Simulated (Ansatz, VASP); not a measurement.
**AlRu in VASP and in Ansatz**

```xyz
2
Lattice="2.9916 0.0000 0.0000 0.0000 2.9916 0.0000 0.0000 0.0000 2.9916" Properties=species:S:1:pos:R:3 pbc="T T T"
Al    0.0000    0.0000    0.0000
Ru    1.4958    1.4958    1.4958
```

Alike in both runs: task single point; functional PBE; k mesh 11 × 11 × 11; occupations fermi-dirac, width 0.15 eV; no spin polarisation.

```csv
,VASP,Ansatz
version,VASP 6.6.1,Ansatz 0.2.0
potentials or method,"VASP PAW PBE potentials, release 64 (Al, Ru_pv)","plane waves, PAW"
plane-wave cutoff (eV),500,420
valence electrons in the cell,17,19
```

```tsv
	VASP	Ansatz	Ansatz less VASP
pressure (GPa)	3.1	3.1	+0.02
```

VASP's potentials hold 17 valence electrons a cell and Ansatz's 19, so a difference there can come from the potentials and not from the codes.
